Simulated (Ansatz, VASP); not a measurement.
## One calculation of Si, two programs

The input INCAR:

```
PREC = Accurate
ENCUT = 520
EDIFF = 1E-6
ISMEAR = 0
SIGMA = 0.05
LREAL = F
LASPH = T
NELM = 100
ALGO = Normal
ISIF = 2
LWAVE = F
LCHARG = F
GGA = PE
NBANDS = 11
```

Contents of KPOINTS:

```
Automatic mesh
0
Gamma
  10 10 10
```

The input POSCAR:

```
Si
1.0
    0.0067886750      2.7154700000      2.7154700000
    2.7222586750      0.0000000000      2.7222586750
    2.7154700000      2.7154700000      0.0067886750
Si
2
Direct
    0.5000000000      0.5000000000      0.5000000000
    0.7500000000      0.7500000000      0.7500000000
```

Input for Ansatz:

```yaml
crystal:
  lattice:
    - [0.006788675, 2.71547, 2.71547]
    - [2.722258675, 0.0, 2.722258675]
    - [2.71547, 2.71547, 0.006788675]
  atoms:
    - { symbol: Si, position: [0.5, 0.5, 0.5] }
    - { symbol: Si, position: [0.75, 0.75, 0.75] }
basis:
  ecutwfc: 420
kpoints:
  mp_grid: { grid: [10, 10, 10] }
hamiltonian:
  xc: pbe
scf:
  occupations: { method: gaussian, width: 0.05 }
output:
  forces: true
  stress: true
  eigenvalues: true
```

Change from the starting cell: strain +0.0050 x Voigt [0, 0, 0, 0, 1, 0], atoms carried along.

Alike in both runs: task single point; functional PBE; k mesh 10 × 10 × 10; occupations gaussian, width 0.05 eV; no spin polarisation.

```csv
,VASP,Ansatz
version,VASP 6.6.1,Ansatz 0.2.0
potentials or method,"VASP PAW PBE potentials, release 64 (Si), cutoff 520 eV","scalar-relativistic, plane waves, PAW"
valence electrons in the cell,8,8
```

Ansatz gave:

* gap on the k mesh at the Fermi level (eV): 0.57
* least direct gap on the mesh (eV): 2.52
* pressure (GPa): 2.0
* traceless stress, the component that is largest in VASP (GPa): -0.53
* rms of the force components (eV/Å): 0.029

Q: What did VASP give for the same quantities?

A: gap on the k mesh at the Fermi level (eV): 0.58; least direct gap on the mesh (eV): 2.52; pressure (GPa): 1.9; traceless stress, the component that is largest in VASP (GPa): -0.53; rms of the force components (eV/Å): 0.029.

Atom by atom the forces differ by 0.000 eV/Å (rms over components). The functional is the same, so the differences come from potentials, cutoffs and numerics.
